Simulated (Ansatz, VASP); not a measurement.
## Two plane-wave programs on Si4C

Contents of INCAR:

```
SYSTEM = Si4C
ALGO = Normal
EDIFF = 1E-6
ENCUT = 600
GGA = PE
GGA_COMPAT = .FALSE.
ISIF = 2
ISMEAR = 0
LASPH = .TRUE.
LCHARG = .TRUE.
LELF = .TRUE.
LREAL = .FALSE.
LVHAR = .TRUE.
LWAVE = .FALSE.
NBANDS = 18
NELM = 120
PREC = Accurate
SIGMA = 0.1
```

KPOINTS

```
k-points
0
G
  4 4 4
  0 0 0
```

Contents of POSCAR:

```
Si4C
1.0
    4.0335312700      0.0000000000      0.0000000000
    0.0000000000      4.0335312700      0.0000000000
    0.0000000000      0.0000000000      4.0335312700
Si C
4 1
Direct
    0.0000000000      0.5000000000      0.5000000000
    0.5000000000      0.5000000000      0.0000000000
    0.5000000000      0.0000000000      0.5000000000
    0.0000000000      0.0000000000      0.0000000000
    0.5000000000      0.5000000000      0.5000000000
```

Input for Ansatz:

```yaml
crystal:
  lattice:
    - [4.03353127, 0.0, 0.0]
    - [0.0, 4.03353127, 0.0]
    - [0.0, 0.0, 4.03353127]
  atoms:
    - { symbol: Si, position: [0.0, 0.5, 0.5] }
    - { symbol: Si, position: [0.5, 0.5, 0.0] }
    - { symbol: Si, position: [0.5, 0.0, 0.5] }
    - { symbol: Si, position: [0.0, 0.0, 0.0] }
    - { symbol: C, position: [0.5, 0.5, 0.5] }
basis:
  ecutwfc: 420
kpoints:
  mp_grid: { grid: [4, 4, 4] }
hamiltonian:
  xc: pbe
scf:
  occupations: { method: gaussian, width: 0.1 }
  lower_state_search: "off"
output:
  forces: true
  stress: true
  eigenvalues: true
```

Change from the starting cell: species swapped into the Fe4N type (Pm-3m, No. 221).

Alike in both runs: task single point; functional PBE; k mesh 4 × 4 × 4; occupations gaussian, width 0.1 eV; no spin polarisation.

|  | VASP | Ansatz |
| --- | --- | --- |
| version | VASP 6.6.1 | Ansatz 0.2.0 |
| potentials or method | VASP PAW PBE potentials, release 64 (Si, C), cutoff 600 eV | scalar-relativistic, plane waves, PAW |
| valence electrons in the cell | 20 | 20 |

|  | VASP | Ansatz | Ansatz less VASP |
| --- | --- | --- | --- |
| gap on the k mesh at the Fermi level (eV) | none | none | - |
| pressure (GPa) | 4.3 | 4.2 | -0.01 |

A gap of «none» marks a metal or a gap that the smearing closes. The functional is the same, so the differences come from potentials, cutoffs and numerics.

The k mesh is coarse, so the values compare programs but aren't converged.
